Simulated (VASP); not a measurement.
# SiC: single point with r2SCAN

The system is SiC.

```
CELL_PARAMETERS angstrom
5.60721 0.00000 0.00000
0.00000 5.60721 0.00000
0.00000 0.00000 8.41081
ATOMIC_POSITIONS crystal
Si 0.97343 0.01483 0.03308
Si 0.06333 0.95792 0.31532
Si 0.95437 0.96372 0.68904
Si 0.97254 0.54857 0.95338
Si 0.98544 0.49128 0.33962
Si 0.00888 0.45048 0.65015
Si 0.50423 0.98167 0.96924
Si 0.51878 0.03420 0.33802
Si 0.47978 0.04154 0.64616
Si 0.53190 0.46436 0.02008
Si 0.51939 0.49058 0.33779
Si 0.51698 0.56107 0.68847
C 0.45810 0.27716 0.18350
C 0.29104 0.41511 0.52245
C 0.24894 0.99156 0.80905
C 0.99652 0.75832 0.17070
C 0.29146 0.94064 0.47610
C 0.23538 0.49759 0.86361
C 0.90804 0.27686 0.09721
C 0.85602 0.09484 0.47172
C 0.72418 0.37129 0.81158
C 0.51403 0.72598 0.15630
C 0.80256 0.61012 0.51814
C 0.77400 0.85651 0.86803
```

```yaml
Program: VASP 6.6.1
Task: single point
Functional: r2SCAN
Potentials_or_basis: VASP PAW PBE potentials, release 64 (Si, C)
Cutoff: 520 eV
k_mesh: 4 × 4 × 2
Occupations: fermi-dirac, width 0.026 eV
Spin: no spin polarisation
Dipole_correction: no
Further_INCAR_settings: LREAL = Auto; ALGO = Normal; EDIFF = 1e-06; NBANDS = 66
```

```json
{
  "Pressure": "-5.6 GPa",
  "Largest force": "7.226 eV/Å",
  "Band gap on the k mesh": "zero (bands 48 and 49 overlap by 0.74 eV)"
}
```

Forces on the atoms (eV/Å):
```
Si   1.060 -5.658 -3.732
Si   0.107  2.692  4.945
Si   0.076 -0.154 -0.442
Si  -3.950 -0.072  2.839
Si  -0.462 -0.883 -0.997
Si   0.888 -1.019  1.022
Si  -0.854 -1.086  0.871
Si   1.965 -0.738 -1.900
Si  -1.350 -0.082 -0.245
Si  -0.989 -0.645 -2.141
Si  -1.033  2.522  1.131
Si  -1.093 -0.322 -0.918
C   -0.423 -4.073  0.852
C    1.736  1.160 -0.403
C    0.268  0.555  1.113
C    0.287 -1.884 -1.432
C    0.767 -0.613 -1.488
C    4.436  0.288 -2.066
C   -0.125  6.522  3.109
C   -1.956 -0.285 -0.512
C   -0.490  0.894  0.044
C    0.277  2.569  0.367
C   -0.477 -0.106 -0.873
C    1.336  0.420  0.856
```

Stress tensor (GPa, compression positive):
```
 -2.52  -1.28  -4.71
 -1.28   5.74   5.22
 -4.71   5.22 -20.11
```

Levels at points of the mesh, in eV from the Fermi level:
| k point | band 46 | band 47 | band 48 | band 49 | band 50 | band 51 |
| --- | --- | --- | --- | --- | --- | --- |
| (0.00, 0.00, 0.00) | -0.03 | 0.13 | 0.48 | 0.59 | 0.72 | 1.03 |
| (0.50, 0.00, 0.00) | -0.29 | -0.13 | 0.18 | 0.46 | 0.73 | 1.13 |
| (0.00, 0.50, 0.00) | -1.03 | -0.85 | -0.44 | 0.21 | 0.44 | 0.75 |
| (0.50, 0.50, 0.00) | -1.49 | -1.07 | -0.44 | 0.00 | 0.25 | 0.82 |
| (0.00, 0.00, 0.50) | -0.13 | -0.02 | 0.44 | 0.55 | 0.72 | 0.81 |
| (0.50, 0.00, 0.50) | -0.31 | -0.11 | 0.00 | 0.17 | 0.43 | 0.67 |
| (0.00, 0.50, 0.50) | -0.88 | -0.50 | -0.12 | -0.02 | 0.33 | 0.51 |
| (0.50, 0.50, 0.50) | -1.43 | -1.08 | -0.86 | -0.12 | -0.03 | 0.41 |

Run time: 9.7 min on 1 thread of AMD EPYC 9R45 96-Core Processor (Zen 5), with other jobs on the host, peak memory 0.43 GiB.

Caveat: the k points lie up to 0.37 Å⁻¹ apart, too coarse for converged energies and pressures of a metal; the atoms stand as in a frame of molecular dynamics; the structure was generated, so it needn't be the stable form of SiC; semilocal functionals underestimate gaps, and a narrow one can read as zero; the PAW data sets were made with another functional, which shifts forces and pressure a little.
